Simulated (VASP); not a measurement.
Wanted: the native input for a VASP 6.6.1 run.

| Item | Value |
| --- | --- |
| Task | relaxation of cell and atoms |
| Functional | PBE |
| Potentials or basis | VASP PAW PBE potentials, release 64 (Hf_pv, Bi_d, H) |
| Cutoff | 600 eV |
| k mesh | 6 × 6 × 2 |
| Occupations | gaussian, width 0.1 eV |
| Spin | no spin polarisation |
| Dipole correction | no |
| Further INCAR settings | ALGO = Normal; EDIFF = 1e-06; IBRION = 2; EDIFFG = -0.04; NSW = 90; ISIF = 3 |

The structure of HfBiH2 lies in POSCAR:

```
HfBiH2
1.0
    3.2815746700      0.0000000000      0.0000000000
   -1.6407873400      2.8419270300      0.0000000000
    0.0000000000      0.0000000000     11.4922202700
Hf Bi H
2 2 4
Direct
    0.0000000000      0.0000000000      0.5000000000
    0.0000000000      0.0000000000      0.0000000000
    0.6666666700      0.3333333300      0.2500000000
    0.3333333300      0.6666666700      0.7500000000
    0.3333333300      0.6666666700      0.4008386700
    0.6666666700      0.3333333300      0.9008386700
    0.6666666700      0.3333333300      0.5991613300
    0.3333333300      0.6666666700      0.0991613300
```

One way to write it, as run:

INCAR

```
SYSTEM = HfBiH2
  PREC = Accurate
  ENCUT = 600
  EDIFF = 1E-6
  ISMEAR = 0
  SIGMA = 0.1
  LREAL = .False.
  LASPH = .True.
  NELM = 60
  ALGO = Normal
  ISIF = 3
  LWAVE = .False.
  LCHARG = .False.
  GGA = PE
  IBRION = 2
  NSW = 90
  EDIFFG = -0.04
```

KPOINTS

```
Automatic mesh
0
Gamma
  6 6 2
  0 0 0
```

Potentials or basis: VASP PAW PBE potentials, release 64 (Hf_pv, Bi_d, H).

The run is started by

```bash
$ cat potpaw_PBE.64/Hf_pv/POTCAR potpaw_PBE.64/Bi_d/POTCAR potpaw_PBE.64/H/POTCAR > POTCAR
$ mpirun -np 1 vasp_std > vasp.out
```

Results of the run:

The relaxed volume is 14.08 Å³/atom. The relaxed cell is a = 3.441 Å, b = 3.441 Å, c = 10.985 Å, α = 90.00°, β = 90.00°, γ = 120.00°. The space group after relaxing (to 0.05 Å) is P6_3/mmc (No. 194), the energy gained by relaxing is 260.3 meV/atom and the ionic steps are 16. The pressure after relaxing is 0.0 GPa, the largest force after relaxing is 0.034 eV/Å and the band gap on the k mesh is zero (band 27 reaches 7.82 eV, above the bottom of band 28 at 4.77 eV).

Caveat: the k points lie up to 0.35 Å⁻¹ apart in the final cell; spin-orbit coupling is left out, which moves the levels of the heavy elements.

Wall time 12 min on 1 thread of Intel(R) Xeon(R) Platinum 8259CL CPU @ 2.50GHz (Skylake/Cascade Lake), on a shared host, peak memory 0.31 GiB.
